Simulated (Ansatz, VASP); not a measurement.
# One calculation of CdF2, two programs

Contents of INCAR:

```
SYSTEM = CdF2
ALGO     = Normal         ! electronic algorithm
EDIFF    = 1E-6           ! SCF threshold, eV
ENCUT    = 520            ! plane-wave cutoff, eV
GGA      = PS             ! functional
ISIF     = 2              ! what is computed and relaxed
ISMEAR   = 0              ! smearing method
LASPH    = .True.         ! aspherical terms in the spheres
LCHARG   = .False.        ! write CHGCAR
LREAL    = .False.        ! projectors in reciprocal space
LWAVE    = .False.        ! write WAVECAR
NBANDS   = 20             ! bands
NELM     = 100            ! most SCF steps
PREC     = Accurate       ! precision mode
SIGMA    = 0.05           ! smearing width, eV
```

Contents of KPOINTS:

```
k-points
0
Gamma
  8 8 8
  0 0 0
```

POSCAR

```
CdF2
1.0
    0.0000000000      2.6563409803      2.7649853264
    2.6563409803      0.0000000000      2.7649853264
    2.6563409803      2.6563409803      0.0000000000
Cd F
1 2
Direct
    0.0000000000      0.0000000000      0.0000000000
    0.2500000000      0.2500000000      0.2500000000
    0.7500000000      0.7500000000      0.7500000000
```

Input for Ansatz:

```yaml
crystal:
  lattice:
    - [0.0, 2.6563409803, 2.7649853264]
    - [2.6563409803, 0.0, 2.7649853264]
    - [2.6563409803, 2.6563409803, 0.0]
  atoms:
    - { symbol: Cd, position: [0.0, 0.0, 0.0] }
    - { symbol: F, position: [0.25, 0.25, 0.25] }
    - { symbol: F, position: [0.75, 0.75, 0.75] }
basis:
  ecutwfc: 520.0
kpoints:
  mp_grid: { grid: [8, 8, 8] }
hamiltonian:
  xc: pbesol
scf:
  occupations: { method: gaussian, width: 0.05 }
output:
  forces: true
  stress: true
  eigenvalues: true
```

Alike in both runs: task single point; functional PBEsol; k mesh 8 × 8 × 8; occupations gaussian, width 0.05 eV; no spin polarisation.

|  | VASP | Ansatz |
| --- | --- | --- |
| version | VASP 6.6.1 | Ansatz 0.2.0 |
| potentials or method | VASP PAW PBE potentials, release 64 (Cd, F), cutoff 520 eV | scalar-relativistic, plane waves, PAW |
| valence electrons in the cell | 26 | 34 |

```csv
,VASP,Ansatz,Ansatz less VASP
gap on the k mesh at the Fermi level (eV),2.86,2.89,+0.032
least direct gap on the mesh (eV),3.31,3.34,+0.032
pressure (GPa),0.8,0.0,-0.79
"traceless stress, the component that is largest in VASP (GPa)",-2.91,-2.96,-0.052
```

VASP's potentials were made for PBE, not for PBEsol. VASP's potentials hold 26 valence electrons a cell and Ansatz's 34, so a difference there can come from the potentials and not from the codes.
